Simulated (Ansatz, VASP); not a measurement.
## Two plane-wave programs on Mg3ZrN2

```
CELL_PARAMETERS angstrom
3.20824 0.00000 0.00000
-1.60412 2.77842 0.00000
0.00000 0.00000 10.31661
ATOMIC_POSITIONS crystal
Mg 0.66667 0.33333 0.24275
Mg 0.33333 0.66667 0.75725
Mg 0.00000 0.00000 0.50000
Zr 0.00000 0.00000 0.00000
N 0.33333 0.66667 0.12606
N 0.66667 0.33333 0.87394
```

Alike in both runs: task relaxation of cell and atoms; functional PBE; k mesh 12 × 12 × 4; occupations gaussian, width 0.1 eV; no spin polarisation.

|  | VASP | Ansatz |
| --- | --- | --- |
| version | VASP 6.6.1 | Ansatz 0.2.0 |
| potentials or method | VASP PAW PBE potentials, release 64 (Mg, Zr_sv, N), cutoff 600 eV | scalar-relativistic, plane waves, PAW |
| valence electrons in the cell | 28 | 52 |

Ansatz gave:

- gap on the k mesh at the Fermi level, each at its own relaxed structure (eV): none
- relaxed volume (Å³/atom): 15.37
- relaxed length of the cell vector where the two differ most in proportion (Å): 10.314

Task: What did VASP give for the same quantities?

Result: gap on the k mesh at the Fermi level, each at its own relaxed structure (eV): none; relaxed volume (Å³/atom): 15.33; relaxed length of the cell vector where the two differ most in proportion (Å): 10.299.

A gap of «none» marks a metal or a gap that the smearing closes. VASP's potentials hold 28 valence electrons a cell and Ansatz's 52, so a difference there can come from the potentials and not from the codes.
